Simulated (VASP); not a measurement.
# In3Sb (Pm-3m) in VASP: single point with PBEsol+D3(BJ)

Aim: the single point of In3Sb with PBEsol+D3(BJ).

Program: VASP 6.6.1. These are calculated values, not measurements. Logs are shortened: lines on timing, memory, paths and dates and some standing lists are left out, and cuts for length are marked.

## (1) The cell of the first run

Symmetry: Pm-3m, No. 221, cubic system. Conventional cell: a = 4.837 Å, b = 4.837 Å, c = 4.837 Å, α = 90.00°, β = 90.00°, γ = 90.00°. In (site symmetry 4/mmm) has 8 In at 3.42 Å and 4 Sb at 3.42 Å within 4.5 Å. Within 4.5 Å of Sb (site symmetry m-3m) lie 12 In at 3.42 Å.

## (2) Single point, PBEsol+D3(BJ)

Contents of INCAR:

```
PREC = Accurate
ENCUT = 520
EDIFF = 1E-7
ISMEAR = -1
SIGMA = 0.02
LREAL = False
LASPH = True
NELM = 100
ALGO = Normal
ISIF = 2
LWAVE = False
LCHARG = True
GGA = PS
IVDW = 12
LELF = True
LVHAR = True
NBANDS = 30
```

Contents of KPOINTS:

```
Automatic mesh
0
Gamma
  4 4 4
```

Contents of POSCAR:

```
In3Sb
1.0
    4.8369620000      0.0000000000      0.0000000000
    0.0000000000      4.8369620000      0.0000000000
    0.0000000000      0.0000000000      4.8369620000
In Sb
3 1
Direct
    0.5000000000      0.5000000000      0.0000000000
    0.5000000000      0.0000000000      0.5000000000
    0.0000000000      0.5000000000      0.5000000000
    0.0000000000      0.0000000000      0.0000000000
```

Potentials or basis: VASP PAW PBE potentials, release 64 (In_d, Sb).

Started as:

```bash
> cat potpaw_PBE.64/In_d/POTCAR potpaw_PBE.64/Sb/POTCAR > POTCAR
> mpirun -np 1 vasp_std > vasp.out
```

OUTCAR:

```text
PREC = Accurate
   ENCUT = 520
   EDIFF = 1E-7
   ISMEAR = -1
   LREAL = False
   LASPH = True
   NELM = 100
   ISIF = 2
   GGA = PS
   IVDW = 12
 IVDW          = 12

 ion  position               nearest neighbor table
   1  0.500  0.500  0.000-   2 3.42   3 3.42   4 3.42   2 3.42   3 3.42   2 3.42   4 3.42   2 3.42
                             3 3.42   4 3.42   3 3.42   4 3.42
   2  0.500  0.000  0.500-   1 3.42   3 3.42   4 3.42   1 3.42   4 3.42   1 3.42   3 3.42   1 3.42
                             3 3.42   4 3.42   4 3.42   3 3.42
   3  0.000  0.500  0.500-   1 3.42   2 3.42   4 3.42   1 3.42   4 3.42   2 3.42   4 3.42   4 3.42
                             1 3.42   2 3.42   1 3.42   2 3.42
   4  0.000  0.000  0.000-   1 3.42   2 3.42   3 3.42   2 3.42   3 3.42   1 3.42   3 3.42   3 3.42
                             1 3.42   2 3.42   2 3.42   1 3.42

  LATTYP: Found a simple cubic cell.
 ALAT       =     4.8369620000

  Lattice vectors:

 A1 = (   4.8369620000,   0.0000000000,   0.0000000000)
 A2 = (   0.0000000000,   4.8369620000,   0.0000000000)
 A3 = (   0.0000000000,   0.0000000000,   4.8369620000)

Analysis of symmetry for initial positions (statically):
=====================================================================
 Subroutine PRICEL returns:
 Original cell was already a primitive cell.

 Routine SETGRP: Setting up the symmetry group for a
 simple cubic supercell.

 Subroutine GETGRP returns: Found 48 space group operations
[... 9 lines left out ...]

 Routine SETGRP: Setting up the symmetry group for a
 simple cubic supercell.

 Subroutine GETGRP returns: Found 48 space group operations
[... 11 lines left out ...]
                                     Primitive cell

  volume of cell :     113.1665

  direct lattice vectors                    reciprocal lattice vectors
     4.836962000  0.000000000  0.000000000     0.206741339  0.000000000  0.000000000
     0.000000000  4.836962000  0.000000000     0.000000000  0.206741339  0.000000000
     0.000000000  0.000000000  4.836962000     0.000000000  0.000000000  0.206741339

  length of vectors
     4.836962000  4.836962000  4.836962000     0.206741339  0.206741339  0.206741339

  position of ions in fractional coordinates (direct lattice)
     0.500000000  0.500000000  0.000000000
     0.500000000  0.000000000  0.500000000
     0.000000000  0.500000000  0.500000000
     0.000000000  0.000000000  0.000000000

  ion indices of the primitive-cell ions
   primitive index   ion index
                 1           1
                 2           2
[... 56 lines left out ...]
   LASPH  =      T    aspherical Exc in radial PAW
   ENCUT  =  520.0 eV  38.22 Ry    6.18 a.u.   8.99  8.99  8.99*2*pi/ulx,y,z
   NELM   =    100;   NELMIN=  2; NELMDL= -5     # of ELM steps
   EDIFF  = 0.1E-06   stopping-criterion for ELM
   LREAL  =      F    real-space projection
   EDIFFG = 0.1E-05   stopping-criterion for IOM
   NSW    =      0    number of steps for IOM
   IBRION =     -1    ionic relax: 0-MD 1-quasi-New 2-CG
   NFREE  =      0    steps in history (QN), initial steepest desc. (CG)
   ISIF   =      2    stress and relaxation
   ISYM   =      2    0-nonsym 1-usesym 2-fastsym
   POTIM  = 0.5000    time-step for ionic-motion
   TEBEG  =    0.0;   TEEND  =   0.0 temperature during run
   PSTRESS=    0.0 pullay stress
   NELECT =      44.0000    total number of electrons
   NUPDOWN=      -1.0000    fix difference up-down
   EMIN   =  10.00;   EMAX   =-10.00  energy-range for DOS
   EFERMI =   0.00;   METHOD = LEGACY
   ISMEAR =    -1;   SIGMA  =   0.02  broadening in eV -4-tet -1-fermi 0-gaus
   EFERMI_NEDOS =   21; number of points for ismear=-14 and -15
   IALGO  =     38    algorithm
   IMIX   =      4    mixing-type and parameters
     AMIX     =   0.40;   BMIX     =  1.00
     AMIX_MAG =   1.60;   BMIX_MAG =  1.00
  volume/ion in A,a.u.               =      28.29       190.92
  Fermi-wavevector in a.u.,A,eV,Ry     =   1.194867  2.257972 19.425148  1.427708
  Thomas-Fermi vector in A             =   2.330847
   LORBIT       =      0    0 simple, 1 ext, 2 COOP (PROOUT), +10 PAW based schemes
   GGA     = PS    functional components
   LHFCALC =     F    Hartree Fock is set to
   AEXX    =    0.0000 exact exchange contribution
   IVDW    =    12    specifies the selected vdW correction
   LEPSILON=     F    determine dielectric tensor
   LRPA    =     F    only Hartree local field effects (RPA)
 non-spin polarized calculation
  energy-cutoff  :      520.00
  volume of cell :      113.17
 maximum number of plane-waves:      3112
 NGX is ok and might be reduce to    36
   NGX = 17   NGY = 17   NGZ = 17

 number of electron      43.9999994 magnetization

 Free energy of the ion-electron system (eV)
  ---------------------------------------------------
  ext. energy  EPLUGINS =         0.00000000
  ---------------------------------------------------
  free energy    TOTEN  =       -13.28822319 eV

  energy without entropy =      -13.28040880  energy(sigma->0) =      -13.28431599

 E-fermi :   6.9442     XC(G=0): -10.0540

 val. band max:        6.9333227697   @ k =   0.2500   0.2500   0.0000
 cond. band min:       7.0083705424   @ k =   0.2500   0.0000   0.0000
 fundamental gap:      0.0750477727
 Fermi energy:         6.9441713500

 k-point     1 :       0.0000    0.0000    0.0000
  band No.  band energies     occupation
      1      -7.8483      2.00000
      2      -7.8443      2.00000
      3      -7.8443      2.00000
      4      -7.8443      2.00000
      5      -7.7068      2.00000
      6      -7.7068      2.00000
[... 319 lines left out ...]
     29      14.5479      0.00000
     30      14.5649      0.00000

------------------------ aborting loop because EDIFF is reached ----------------------------------------

 Edisp (eV)   -1.46277

 E8    (eV) :    -1.0431

  FORCE on cell =-STRESS in cart. coord.  units (eV):
  Direction    XX          YY          ZZ          XY          YZ          ZX
  --------------------------------------------------------------------------------------
  -------------------------------------------------------------------------------------
  Total      -3.71815    -3.71815    -3.71815     0.00000    -0.00000     0.00000
  in kB     -52.64039   -52.64039   -52.64039     0.00000    -0.00000     0.00000
  external pressure =      -52.64 kB  Pullay stress =        0.00 kB

 VOLUME and BASIS-vectors are now :
 -----------------------------------------------------------------------------
  energy-cutoff  :      520.00
  volume of cell :      113.17
      direct lattice vectors                 reciprocal lattice vectors
     4.836962000  0.000000000  0.000000000     0.206741339  0.000000000  0.000000000
     0.000000000  4.836962000  0.000000000     0.000000000  0.206741339  0.000000000
     0.000000000  0.000000000  4.836962000     0.000000000  0.000000000  0.206741339

 POSITION                                       TOTAL-FORCE (eV/Angst)
 -----------------------------------------------------------------------------------
      2.41848      2.41848      0.00000         0.000000      0.000000      0.000000
      2.41848      0.00000      2.41848         0.000000      0.000000      0.000000
      0.00000      2.41848      2.41848         0.000000      0.000000      0.000000
      0.00000      0.00000      0.00000         0.000000      0.000000      0.000000
 -----------------------------------------------------------------------------------
    total drift:                                0.000000      0.000000      0.000000

  FREE ENERGIE OF THE ION-ELECTRON SYSTEM (eV)
  ---------------------------------------------------
  free  energy   TOTEN  =       -14.7509960813 eV

  energy  without entropy=      -14.7431816905  energy(sigma->0) =      -14.74708889
```

OSZICAR:

```text
N       E                     dE             d eps       ncg     rms          rms(c)
DAV:   1     0.381534015331E+03    0.38153E+03   -0.20484E+04   600   0.181E+03
DAV:   2     0.209214170564E+02   -0.36061E+03   -0.35425E+03   600   0.425E+02
DAV:   3    -0.121013649041E+02   -0.33023E+02   -0.32441E+02   734   0.150E+02
DAV:   4    -0.133582479010E+02   -0.12569E+01   -0.12545E+01   718   0.312E+01
DAV:   5    -0.134291258937E+02   -0.70878E-01   -0.70875E-01   878   0.623E+00    0.371E+00
DAV:   6    -0.133070756470E+02    0.12205E+00   -0.28470E-01   788   0.612E+00    0.196E+00
DAV:   7    -0.132905890269E+02    0.16487E-01   -0.68772E-02   820   0.245E+00    0.506E-01
DAV:   8    -0.132884420404E+02    0.21470E-02   -0.58702E-03   836   0.717E-01    0.175E-01
DAV:   9    -0.132882683182E+02    0.17372E-03   -0.13836E-03   780   0.233E-01    0.878E-02
DAV:  10    -0.132882309707E+02    0.37347E-04   -0.16924E-04   876   0.127E-01    0.661E-02
DAV:  11    -0.132882313622E+02   -0.39150E-06   -0.97579E-06   804   0.194E-02    0.500E-02
DAV:  12    -0.132882229740E+02    0.83883E-05   -0.12083E-05   724   0.256E-02    0.142E-02
DAV:  13    -0.132882231671E+02   -0.19312E-06   -0.37499E-06   764   0.104E-02    0.468E-03
DAV:  14    -0.132882231885E+02   -0.21404E-07   -0.25224E-07   582   0.197E-03
   1 F= -.14750996E+02 E0= -.14747089E+02  d E =-.781439E-02
```

Run time: 26 s. Hardware: 1 thread of Intel Xeon Platinum 8375C at 2.90GHz (Ice Lake), shared host; peak memory 0.22 GiB.

Results:

| Quantity | Value |
| --- | --- |
| Free energy | -14.7510 eV |
| Pressure | -5.3 GPa |
| Band gap on the k mesh | zero (band 22 reaches 7.02 eV, above the bottom of band 23 at 3.61 eV) |
| Dispersion energy per atom | -0.366 eV |

Levels at points of the mesh, in eV from the Fermi level:
```tsv
k point	band 18	band 19	band 20	band 21	band 22	band 23	band 24	band 25	band 26	band 27
(0.00, 0.00, 0.00)	-3.02	-3.02	-3.02	-2.59	-2.59	2.05	2.05	2.05	3.61	3.61
(0.50, 0.00, 0.00)	-4.13	-2.04	-1.73	-1.73	-0.42	-0.42	-0.04	0.88	4.15	4.26
(0.50, 0.50, 0.00)	-6.11	-5.90	-0.77	-0.32	0.08	0.08	1.11	1.33	1.33	1.59
(0.50, 0.50, 0.50)	-4.63	-4.63	-4.13	-4.13	-4.13	-3.33	5.03	5.03	5.03	7.59
```

Caveat: three body term missing; the PAW data sets were made with another functional, which shifts forces and pressure a little; spin-orbit coupling is left out, which moves the levels of the heavy elements; pairwise dispersion overbinds metals, which lowers pressure and volume.
